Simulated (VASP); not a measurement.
# LiH (Pm-3m) in VASP: further runs

LiH is run at these levels: r2SCAN, HSE06, PBE-based screened hybrid with 35 % exact exchange; tasks: single point.

All numbers are computed with VASP 6.6.1; they aren't measurements. Logs are shortened: lines on timing, memory, paths and dates and some standing lists are left out, and cuts for length are marked.

## Step 1: The cell of the first run

Symmetry: Pm-3m, No. 221, cubic system. The conventional cell has a = 2.502 Å, b = 2.502 Å, c = 2.502 Å, α = 90.00°, β = 90.00°, γ = 90.00°. Li (site symmetry m-3m) has 8 H at 2.17 Å and 6 Li at 2.50 Å within 2.9 Å. H (site symmetry m-3m) has 8 Li at 2.17 Å and 6 H at 2.50 Å within 2.9 Å.

## Step 2: Single point, r2SCAN

Input file POSCAR:

```
LiH
1.0
    2.5016587118      0.0000000000      0.0000000000
    0.0000000000      2.5016587118      0.0000000000
    0.0000000000      0.0000000000      2.5016587118
Li H
1 1
Direct
    0.0000000000      0.0000000000      0.0000000000
    0.5000000000      0.5000000000      0.5000000000
```

Input file INCAR.step1:

```
SYSTEM = LiH
PREC = Accurate
ENCUT = 520
ISMEAR = 0
SIGMA = 0.01
LREAL = .FALSE.
LASPH = .TRUE.
NELM = 100
NBANDS = 9
GGA = PE
ALGO = Normal
EDIFF = 1E-4
LWAVE = .TRUE.
LCHARG = .FALSE.
```

Input file INCAR.step2:

```
SYSTEM = LiH
PREC = Accurate
ENCUT = 520
EDIFF = 1E-7
ISMEAR = 0
SIGMA = 0.01
LREAL = .FALSE.
LASPH = .TRUE.
NELM = 100
ALGO = Normal
ISIF = 2
LWAVE = .FALSE.
LCHARG = .TRUE.
METAGGA = R2SCAN
LMIXTAU = .TRUE.
LELF = .TRUE.
LVHAR = .TRUE.
NBANDS = 9
ISTART = 1
```

Input file KPOINTS:

```
Automatic mesh
0
G
  8 8 8
  0 0 0
```

Potentials or basis: VASP PAW PBE potentials, release 64 (Li_sv, H).

On the command line:

```
$ cat potpaw_PBE.64/Li_sv/POTCAR potpaw_PBE.64/H/POTCAR > POTCAR
$ cp INCAR.step1 INCAR
$ mpirun -np 1 vasp_std > vasp.out
$ cp INCAR.step2 INCAR
$ mpirun -np 1 vasp_std > vasp.out
```

OUTCAR:

```text
SYSTEM = LiH
   PREC = Accurate
   ENCUT = 520
   EDIFF = 1E-7
   ISMEAR = 0
   LREAL = .FALSE.
   LASPH = .TRUE.
   NELM = 100
   ISIF = 2
   METAGGA = R2SCAN
   ISTART = 1

 ion  position               nearest neighbor table
   1  0.000  0.000  0.000-
   2  0.500  0.500  0.500-

  LATTYP: Found a simple cubic cell.
 ALAT       =     2.5016587118

  Lattice vectors:

 A1 = (   2.5016587118,   0.0000000000,   0.0000000000)
 A2 = (   0.0000000000,   2.5016587118,   0.0000000000)
 A3 = (   0.0000000000,   0.0000000000,   2.5016587118)

Analysis of symmetry for initial positions (statically):
=====================================================================
 Subroutine PRICEL returns:
 Original cell was already a primitive cell.

 Routine SETGRP: Setting up the symmetry group for a
 simple cubic supercell.

 Subroutine GETGRP returns: Found 48 space group operations
 (whereof 48 operations were pure point group operations)
 out of a pool of 48 trial point group operations.

The static configuration has the point symmetry O_h .

Analysis of symmetry for dynamics (positions and initial velocities):
=====================================================================
 Subroutine PRICEL returns:
 Original cell was already a primitive cell.

 Routine SETGRP: Setting up the symmetry group for a
 simple cubic supercell.

 Subroutine GETGRP returns: Found 48 space group operations
 (whereof 48 operations were pure point group operations)
 out of a pool of 48 trial point group operations.

The dynamic configuration has the point symmetry O_h .

 Subroutine INISYM returns: Found 48 space group operations
 (whereof 48 operations are pure point group operations),
 and found     1 'primitive' translations

----------------------------------------------------------------------------------------

                                     Primitive cell

  volume of cell :      15.6561

  direct lattice vectors                    reciprocal lattice vectors
     2.501658712  0.000000000  0.000000000     0.399734782  0.000000000  0.000000000
     0.000000000  2.501658712  0.000000000     0.000000000  0.399734782  0.000000000
     0.000000000  0.000000000  2.501658712     0.000000000  0.000000000  0.399734782

  length of vectors
     2.501658712  2.501658712  2.501658712     0.399734782  0.399734782  0.399734782

  position of ions in fractional coordinates (direct lattice)
     0.000000000  0.000000000  0.000000000
[... 83 lines left out ...]
   NFREE  =      0    steps in history (QN), initial steepest desc. (CG)
   ISIF   =      2    stress and relaxation
   ISYM   =      2    0-nonsym 1-usesym 2-fastsym
   POTIM  = 0.5000    time-step for ionic-motion
   TEBEG  =    0.0;   TEEND  =   0.0 temperature during run
   PSTRESS=    0.0 pullay stress
   NELECT =       4.0000    total number of electrons
   NUPDOWN=      -1.0000    fix difference up-down
   EMIN   =  10.00;   EMAX   =-10.00  energy-range for DOS
   EFERMI =   0.00;   METHOD = LEGACY
   ISMEAR =     0;   SIGMA  =   0.01  broadening in eV -4-tet -1-fermi 0-gaus
   EFERMI_NEDOS =   21; number of points for ismear=-14 and -15
   IALGO  =     38    algorithm
   IMIX   =      4    mixing-type and parameters
     AMIX     =   0.40;   BMIX     =  1.00
     AMIX_MAG =   1.60;   BMIX_MAG =  1.00
  volume/ion in A,a.u.               =       7.83        52.83
  Fermi-wavevector in a.u.,A,eV,Ry     =   1.038804  1.963054 14.682222  1.079113
  Thomas-Fermi vector in A             =   2.173305
   LORBIT       =      0    0 simple, 1 ext, 2 COOP (PROOUT), +10 PAW based schemes
   METAGGA = R2SCAN    functional components
   LHFCALC =     F    Hartree Fock is set to
   AEXX    =    0.0000 exact exchange contribution
   IVDW    =     0    specifies the selected vdW correction
   LEPSILON=     F    determine dielectric tensor
   LRPA    =     F    only Hartree local field effects (RPA)
 non-spin polarized calculation
 Gauss-broadening in eV      SIGMA  =   0.01
  energy-cutoff  :      520.00
  volume of cell :       15.66
 maximum number of plane-waves:       441
 NGX is ok and might be reduce to    20
   NGX =  9   NGY =  9   NGZ =  9

 number of electron       4.0000012 magnetization

 Free energy of the ion-electron system (eV)
  ---------------------------------------------------
  ext. energy  EPLUGINS =         0.00000000
  ---------------------------------------------------
  free energy    TOTEN  =        -6.33867005 eV

  energy without entropy =       -6.33867005  energy(sigma->0) =       -6.33867005

 E-fermi :   3.7524     XC(G=0):  -9.0250

 val. band max:        3.4793551649   @ k =   0.5000   0.5000   0.5000
 cond. band min:       4.7779275455   @ k =   0.5000   0.0000   0.0000
 fundamental gap:      1.2985723806
 Fermi energy:         3.7524262928

 k-point     1 :       0.0000    0.0000    0.0000
  band No.  band energies     occupation
      1     -46.3190      2.00000
      2      -5.6403      2.00000
      3      16.5168      0.00000
      4      16.5168      0.00000
      5      16.5168      0.00000
      6      17.5546      0.00000
      7      19.5521      0.00000
      8      19.5521      0.00000
      9      37.7552      0.00000
[... 265 lines left out ...]
 k-point    24 :       0.5000    0.3750    0.1250
  band No.  band energies     occupation
      1     -46.2244      2.00000
      2      -0.1419      2.00000
      3       5.7183      0.00000
      4       7.5930      0.00000
      5      13.9618      0.00000
      6      20.2998      0.00000
      7      23.7073      0.00000
      8      26.8794      0.00000
      9      27.1359      0.00000

 [... further k-points ...]

------------------------ aborting loop because EDIFF is reached ----------------------------------------

  FORCE on cell =-STRESS in cart. coord.  units (eV):
  Direction    XX          YY          ZZ          XY          YZ          ZX
  --------------------------------------------------------------------------------------
  -------------------------------------------------------------------------------------
  Total       -0.0468800     -0.0468800     -0.0468800     -0.0000000     -0.0000000      0.0000000
  in kB       -4.7974862     -4.7974862     -4.7974862     -0.0000000     -0.0000000      0.0000000
  external PRESSURE =      -4.7974862 kB  Pullay stress =       0.0000000 kB

 VOLUME and BASIS-vectors are now :
 -----------------------------------------------------------------------------
  energy-cutoff  :      520.00
  volume of cell :       15.66
      direct lattice vectors                 reciprocal lattice vectors
     2.501658712  0.000000000  0.000000000     0.399734782  0.000000000  0.000000000
     0.000000000  2.501658712  0.000000000     0.000000000  0.399734782  0.000000000
     0.000000000  0.000000000  2.501658712     0.000000000  0.000000000  0.399734782

 POSITION                                       TOTAL-FORCE (eV/Angst)
 -----------------------------------------------------------------------------------
      0.00000      0.00000      0.00000         0.000000      0.000000      0.000000
      1.25083      1.25083      1.25083         0.000000      0.000000      0.000000
 -----------------------------------------------------------------------------------
    total drift:                                0.000000      0.000000      0.000000

  FREE ENERGIE OF THE ION-ELECTRON SYSTEM (eV)
  ---------------------------------------------------
  free  energy   TOTEN  =        -6.3386700482 eV

  energy  without entropy=       -6.3386700482  energy(sigma->0) =       -6.33867005
```

OUTCAR.step1:

```text
SYSTEM = LiH
   PREC = Accurate
   ENCUT = 520
   ISMEAR = 0
   LREAL = .FALSE.
   LASPH = .TRUE.
[... 510 lines left out ...]
      0.00000      0.00000      0.00000         0.000000      0.000000      0.000000
      1.25083      1.25083      1.25083         0.000000      0.000000      0.000000
 -----------------------------------------------------------------------------------
    total drift:                               -0.000000      0.000000      0.000000

  FREE ENERGIE OF THE ION-ELECTRON SYSTEM (eV)
  ---------------------------------------------------
  free  energy   TOTEN  =        -5.6585372136 eV

  energy  without entropy=       -5.6585372136  energy(sigma->0) =       -5.65853721
```

OSZICAR.step1:

```text
N       E                     dE             d eps       ncg     rms          rms(c)
DAV:   1    -0.217766788214E+01   -0.21777E+01   -0.13733E+03   686   0.382E+02
DAV:   2    -0.588375604188E+01   -0.37061E+01   -0.36882E+01   849   0.512E+01
DAV:   3    -0.592441678754E+01   -0.40661E-01   -0.40569E-01   751   0.439E+00
DAV:   4    -0.592455890736E+01   -0.14212E-03   -0.14211E-03   791   0.259E-01
DAV:   5    -0.592455960518E+01   -0.69782E-06   -0.69781E-06   749   0.137E-02    0.282E+00
DAV:   6    -0.572737731071E+01    0.19718E+00   -0.16220E-01   722   0.121E+00    0.140E+00
DAV:   7    -0.565745993209E+01    0.69917E-01   -0.21294E-01   735   0.153E+00    0.225E-01
DAV:   8    -0.565861194373E+01   -0.11520E-02   -0.40680E-03   739   0.426E-01    0.533E-02
DAV:   9    -0.565853721356E+01    0.74730E-04   -0.28884E-04   799   0.567E-02
   1 F= -.56585372E+01 E0= -.56585372E+01  d E =0.000000E+00
```

Run time: 25 s. Hardware: 1 thread of Intel Xeon 8259CL, shared host; peak memory 0.12 GiB.

Results:

| Item | Value |
| --- | --- |
| Free energy | -6.3387 eV |
| Band gap on the k mesh | 1.30 eV (least direct gap 4.89 eV) |

Levels at points of the mesh, in eV from the valence-band top:
```tsv
k point	band 1	band 2	band 3	band 4	band 5	band 6	band 7
(0.00, 0.00, 0.00)	-49.80	-9.12	13.04	13.04	13.04	14.08	16.07
(0.50, 0.00, 0.00)	-49.75	-6.86	1.30	12.72	18.00	18.00	20.62
(0.50, 0.50, 0.00)	-49.70	-2.87	2.02	2.02	10.46	21.76	22.06
(0.50, 0.50, 0.50)	-49.66	0.00	7.51	7.51	7.51	9.09	9.09
```

Caveat: the cutoff is under 1.25 times the usual one of these potentials, so pressure, stress and relaxed cells hold a basis-set (Pulay) error; the PAW data sets were made with another functional, which shifts forces and pressure a little. A k mesh can miss the band edges.

## Step 3: Single point, HSE06

POSCAR is that of step 2.

Input file INCAR.step1:

```
SYSTEM = LiH
PREC = Accurate ; ENCUT = 520
EDIFF = 1E-5 ; ISMEAR = 0
SIGMA = 0.01 ; LREAL = .False.
LASPH = .True. ; NELM = 80
ALGO = Normal ; ISIF = 2
LWAVE = .True. ; LCHARG = .False.
NBANDS = 9 ; GGA = PE
```

Input file INCAR.step2:

```
SYSTEM = LiH
PREC = Accurate ; ENCUT = 520
EDIFF = 1E-6 ; ISMEAR = 0
SIGMA = 0.01 ; LREAL = .False.
LASPH = .True. ; NELM = 80
ALGO = Normal ; ISIF = 2
LWAVE = .False. ; LCHARG = .False.
GGA = PE ; LHFCALC = .True.
HFSCREEN = 0.2079 ; PRECFOCK = Normal
NBANDS = 9 ; ISTART = 1
```

Input file KPOINTS:

```
Automatic mesh
0
Gamma
  4 4 4
  0 0 0
```

Potentials or basis: VASP PAW PBE potentials, release 64 (Li_sv, H).

On the command line:

```
$ cat potpaw_PBE.64/Li_sv/POTCAR potpaw_PBE.64/H/POTCAR > POTCAR
$ cp INCAR.step1 INCAR
$ mpirun -np 1 vasp_std > vasp.out
$ cp INCAR.step2 INCAR
$ mpirun -np 1 vasp_std > vasp.out
```

Wall time 21 s (1 thread of Intel Xeon 8259CL, shared host); peak memory 0.22 GiB.

It converged, with:

| Quantity | Value |
| --- | --- |
| Free energy | -6.2270 eV |
| Band gap on the k mesh | 1.46 eV (least direct gap 5.29 eV) |

Levels at points of the mesh, in eV from the valence-band top:
| k point | band 1 | band 2 | band 3 | band 4 | band 5 | band 6 |
| --- | --- | --- | --- | --- | --- | --- |
| (0.00, 0.00, 0.00) | -51.54 | -9.75 | 13.13 | 13.13 | 13.13 | 14.16 |
| (0.50, 0.00, 0.00) | -51.49 | -7.22 | 1.46 | 12.85 | 17.48 | 17.48 |
| (0.50, 0.50, 0.00) | -51.44 | -2.95 | 2.34 | 2.34 | 10.20 | 20.72 |
| (0.50, 0.50, 0.50) | -51.40 | 0.00 | 7.46 | 7.46 | 7.46 | 9.75 |

Caveat: the k points lie up to 0.63 Å⁻¹ apart; the cutoff is under 1.25 times the usual one of these potentials, so pressure, stress and relaxed cells hold a basis-set (Pulay) error; the PAW data sets were made with another functional, which shifts forces and pressure a little.

## Step 4: Single point, PBE-based screened hybrid with 35 % exact exchange

POSCAR is that of step 3.

Input file INCAR.step1:

```
PREC = Accurate
ENCUT = 520
EDIFF = 1E-5
ISMEAR = 0
SIGMA = 0.01
LREAL = False
LASPH = True
NELM = 80
ALGO = Normal
ISIF = 2
LWAVE = True
LCHARG = False
GGA = PE
NBANDS = 9
```

Input file INCAR.step2:

```
PREC = Accurate
ENCUT = 520
EDIFF = 1E-6
ISMEAR = 0
SIGMA = 0.01
LREAL = False
LASPH = True
NELM = 80
ALGO = Normal
ISIF = 2
LWAVE = False
LCHARG = False
GGA = PE
LHFCALC = True
AEXX = 0.35
HFSCREEN = 0.2078
PRECFOCK = Normal
ISTART = 1
NBANDS = 9
```

Input file KPOINTS:

```
regular mesh
0
Gamma
  4 4 4
```

Potentials or basis: VASP PAW PBE potentials, release 64 (Li_sv, H).

On the command line:

```
$ cat potpaw_PBE.64/Li_sv/POTCAR potpaw_PBE.64/H/POTCAR > POTCAR
$ cp INCAR.step1 INCAR
$ mpirun -np 1 vasp_std > vasp.out
$ cp INCAR.step2 INCAR
$ mpirun -np 1 vasp_std > vasp.out
```

OUTCAR:

```text
PREC = Accurate
   ENCUT = 520
   EDIFF = 1E-6
   ISMEAR = 0
   LREAL = False
   LASPH = True
   NELM = 80
   ISIF = 2
   GGA = PE
   LHFCALC = True
   AEXX = 0.35
   HFSCREEN = 0.2078
   PRECFOCK = Normal
   ISTART = 1

 ion  position               nearest neighbor table
   1  0.000  0.000  0.000-
   2  0.500  0.500  0.500-

  LATTYP: Found a simple cubic cell.
 ALAT       =     2.5016587118

  Lattice vectors:

 A1 = (   2.5016587118,   0.0000000000,   0.0000000000)
 A2 = (   0.0000000000,   2.5016587118,   0.0000000000)
 A3 = (   0.0000000000,   0.0000000000,   2.5016587118)

Analysis of symmetry for initial positions (statically):
=====================================================================
 Subroutine PRICEL returns:
 Original cell was already a primitive cell.

 Routine SETGRP: Setting up the symmetry group for a
 simple cubic supercell.

 Subroutine GETGRP returns: Found 48 space group operations
 (whereof 48 operations were pure point group operations)
 out of a pool of 48 trial point group operations.

The static configuration has the point symmetry O_h .
[... 159 lines left out ...]
 fundamental gap:      1.7954227261
 Fermi energy:         3.1115634307

 k-point     1 :       0.0000    0.0000    0.0000
  band No.  band energies     occupation
      1     -49.8310      2.00000
      2      -7.0890      2.00000
      3      16.6482      0.00000
      4      16.6482      0.00000
      5      16.6482      0.00000
      6      17.8041      0.00000
      7      19.6858      0.00000
      8      19.6858      0.00000
      9      36.8298      0.00000
[... 97 lines left out ...]
 k-point    10 :       0.5000    0.5000    0.5000
  band No.  band energies     occupation
      1     -49.6832      2.00000
      2       3.0040      2.00000
      3      10.9251      0.00000
      4      10.9251      0.00000
      5      10.9251      0.00000
      6      13.1803      0.00000
      7      13.1803      0.00000
      8      13.1803      0.00000
      9      26.7087      0.00000

------------------------ aborting loop because EDIFF is reached ----------------------------------------

  FORCE on cell =-STRESS in cart. coord.  units (eV):
  Direction    XX          YY          ZZ          XY          YZ          ZX
  --------------------------------------------------------------------------------------
  -------------------------------------------------------------------------------------
  Total        0.0257198      0.0257198      0.0257198      0.0000000     -0.0000000      0.0000000
  in kB        2.6320503      2.6320503      2.6320503      0.0000000     -0.0000000      0.0000000
  external PRESSURE =       2.6320503 kB  Pullay stress =       0.0000000 kB

 VOLUME and BASIS-vectors are now :
 -----------------------------------------------------------------------------
  energy-cutoff  :      520.00
  volume of cell :       15.66
      direct lattice vectors                 reciprocal lattice vectors
     2.501658712  0.000000000  0.000000000     0.399734782  0.000000000  0.000000000
     0.000000000  2.501658712  0.000000000     0.000000000  0.399734782  0.000000000
     0.000000000  0.000000000  2.501658712     0.000000000  0.000000000  0.399734782

 POSITION                                       TOTAL-FORCE (eV/Angst)
 -----------------------------------------------------------------------------------
      0.00000      0.00000      0.00000         0.000000      0.000000      0.000000
      1.25083      1.25083      1.25083         0.000000      0.000000      0.000000
 -----------------------------------------------------------------------------------
    total drift:                                0.000000      0.000000      0.000000

  FREE ENERGIE OF THE ION-ELECTRON SYSTEM (eV)
  ---------------------------------------------------
  free  energy   TOTEN  =        -6.4945346495 eV

  energy  without entropy=       -6.4945346495  energy(sigma->0) =       -6.49453465
```

Wall time 16 s (1 thread of Intel Xeon 8259CL, shared host); peak memory 0.22 GiB.

What came out:

* Free energy: -6.4945 eV
* Band gap on the k mesh: 1.80 eV (least direct gap 5.76 eV)

Caveat: the k points lie up to 0.63 Å⁻¹ apart; the cutoff is under 1.25 times the usual one of these potentials, so pressure, stress and relaxed cells hold a basis-set (Pulay) error; the PAW data sets were made with another functional, which shifts forces and pressure a little. A k mesh can miss the band edges.

## Step 5: Overview

```csv
level,k mesh,grid for exact exchange (PRECFOCK),share of exact exchange,screening parameter,gap on the mesh (eV)
r2SCAN,8 × 8 × 8,-,-,-,1.30
HSE06,4 × 4 × 4,Normal,0.25,0.2079 1/Å,1.46
PBE-based screened hybrid with 35 % exact exchange,4 × 4 × 4,Normal,0.35,0.2078 1/Å,1.80
```

Alike in all rows: task single point; potentials or basis VASP PAW PBE potentials, release 64 (Li_sv, H); no spin polarisation; cell as given; cutoff (eV) 520; smearing gaussian 0.01 eV.

Caveats: some runs use coarse meshes; the cutoff is under 1.25 times the usual one of these potentials, so pressure, stress and relaxed cells hold a basis-set (Pulay) error; the PAW data sets were made with another functional, which shifts forces and pressure a little.

Absolute energies hang on the potentials; compare differences alone.
